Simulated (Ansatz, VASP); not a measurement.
## TiO2 in VASP and in Ansatz

File INCAR:

```
ALGO = Normal ; EDIFF = 1E-6
ENCUT = 520 ; GGA = PE
ISIF = 2 ; ISMEAR = 0
LASPH = True ; LCHARG = False
LDAU = True ; LDAUJ = 0 0
LDAUL = 2 -1 ; LDAUPRINT = 1
LDAUTYPE = 2 ; LDAUU = 4 0
LMAXMIX = 4 ; LREAL = False
LWAVE = False ; NBANDS = 33
NELM = 150 ; PREC = Accurate
SIGMA = 0.05
```

KPOINTS

```
k-points
0
Gamma
  8 8 8
```

File POSCAR:

```
TiO2
1.0
   -1.9089353641      1.9089353641      5.0716748082
    1.9089353641     -1.9089353641      5.0716748082
    1.9089353641      1.9089353641     -5.0716748082
Ti O
2 4
Direct
    0.0000000000      0.0000000000      0.0000000000
    0.7500000000      0.2500000000      0.5000000000
    0.2052765759      0.2052765759      0.0000000000
    0.9552765759      0.4552765759      0.5000000000
    0.5447234241      0.0447234241      0.5000000000
    0.7947234241      0.7947234241      0.0000000000
```

Input for Ansatz:

```yaml
crystal:
  lattice:
    - [-1.9089353641, 1.9089353641, 5.0716748082]
    - [1.9089353641, -1.9089353641, 5.0716748082]
    - [1.9089353641, 1.9089353641, -5.0716748082]
  atoms:
    - { symbol: Ti, position: [0.0, 0.0, 0.0] }
    - { symbol: Ti, position: [0.75, 0.25, 0.5] }
    - { symbol: O, position: [0.2052765759, 0.2052765759, 0.0] }
    - { symbol: O, position: [0.9552765759, 0.4552765759, 0.5] }
    - { symbol: O, position: [0.5447234241, 0.0447234241, 0.5] }
    - { symbol: O, position: [0.7947234241, 0.7947234241, 0.0] }
basis:
  ecutwfc: 420
kpoints:
  mp_grid: { grid: [8, 8, 8] }
hamiltonian:
  xc: pbe
  hubbard: { sites: [{ species: Ti, l: d, u_eff: 4.0 }] }
scf:
  occupations: { method: gaussian, width: 0.05 }
output:
  forces: true
  stress: true
  eigenvalues: true
```

Change from the starting cell: strain +0.0375 x Voigt [0, 0, 1, 0, 0, 0], atoms carried along.

Alike in both runs: task single point; functional PBE; k mesh 8 × 8 × 8; occupations gaussian, width 0.05 eV; no spin polarisation; Hubbard terms Ti d U = 4.0 eV.

|  | VASP | Ansatz |
| --- | --- | --- |
| version | VASP 6.6.1 | Ansatz 0.2.0 |
| potentials or method | VASP PAW PBE potentials, release 64 (Ti_sv, O), cutoff 520 eV | scalar-relativistic, plane waves, PAW |
| valence electrons in the cell | 48 | 48 |

|  | VASP | Ansatz | Ansatz less VASP |
| --- | --- | --- | --- |
| gap on the k mesh at the Fermi level (eV) | 2.58 | 2.52 | -0.061 |
| least direct gap on the mesh (eV) | 2.88 | 2.83 | -0.059 |
| pressure (GPa) | -3.0 | -6.7 | -3.70 |
| traceless stress, the component that is largest in VASP (GPa) | -5.56 | -4.41 | +1.158 |
| rms of the force components (eV/Å) | 0.180 | 0.223 | +0.0438 |

The programs project onto different local orbitals, so the same U acts differently, and such runs can settle in different states. Atom by atom the forces differ by 0.044 eV/Å (rms over components).
